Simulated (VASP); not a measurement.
Runs of VASP 6.6.1 on CuPt6. The structure is that of space group P6/mmm (No. 191), or close to it. The cells are those of the table. 

```tsv
task	cell	k mesh	cutoff (eV)	gap on the mesh (eV)	pressure (GPa)	relaxed volume (Å³/atom)	largest force (eV/Å)
single point	a = 7.183, b = 7.183, c = 2.664 Å, angles 90.0, 90.0, 120.0°, 7 atoms	6 × 6 × 14	520	none	(a)	-	0.01
relaxation of cell and atoms	relaxed from a = 7.167, b = 7.167, c = 2.678 Å, angles 90.0, 90.0, 120.0°, 7 atoms	6 × 6 × 14	600	none	0.0	16.98	-
relaxation of cell and atoms	relaxed from a = 7.195, b = 7.195, c = 2.618 Å, angles 90.0, 90.0, 120.0°, 7 atoms	3 × 3 × 6	600	none	0.0	(b)	0.02
single point	a = 7.167, b = 7.167, c = 2.678 Å, angles 90.0, 90.0, 120.0°, 7 atoms	3 × 3 × 6	520	none	-0.3	-	0.01
single point	a = 7.195, b = 7.195, c = 2.618 Å, angles 90.0, 90.0, 120.0°, 7 atoms	6 × 6 × 4	520	none	-0.4	-	0.01
```

Alike in all rows: level PBE; potentials or basis VASP PAW PBE potentials, release 64 (Cu, Pt); no spin polarisation; smearing gaussian 0.1 eV.

Problem. Fill in the values left out.

Solution. (a) -0.2; (b) 16.99.

Caveats: some runs use coarse meshes; spin-orbit coupling is left out, which moves the levels of the heavy elements.

A k mesh can miss the band edges, and the runs leave out spin-orbit coupling on Pt.

A gap of «none» marks levels without a gap at the run's occupations.
